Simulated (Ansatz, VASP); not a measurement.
**GaCo: VASP beside Ansatz**

```
Ga Co
1.0
     2.88310    0.00000    0.00000
     0.00000    2.88310    0.00000
     0.00000    0.00000    3.11375
Ga Co
1 1
Direct
  0.50000 0.50000 0.50000
  0.00000 0.00000 0.00000
```

Change from the starting cell: strain +0.000 along x and y, +0.080 along z, atoms carried along.

Alike in both runs: task single point; functional PBEsol; k mesh 16 × 16 × 16; occupations gaussian, width 0.15 eV; no spin polarisation.

```csv
,VASP,Ansatz
version,VASP 6.6.1,Ansatz 0.2.0
potentials or method,"VASP PAW PBE potentials, release 64 (Ga_d, Co), cutoff 520 eV","scalar-relativistic, plane waves, PAW"
valence electrons in the cell,22,30
```

Ansatz gave:

```
gap on the k mesh at the Fermi level (eV)                     : none
pressure (GPa)                                                : -18.2
traceless stress, the component that is largest in VASP (GPa) : -1.26
```

Problem. What did VASP give for the same quantities?

Solution. gap on the k mesh at the Fermi level (eV): none; pressure (GPa): -17.8; traceless stress, the component that is largest in VASP (GPa): -1.30.

VASP's potentials were made for PBE, not for PBEsol. A gap of «none» marks a metal or a gap that the smearing closes. VASP's potentials hold 22 valence electrons a cell and Ansatz's 30, so a difference there can come from the potentials and not from the codes.
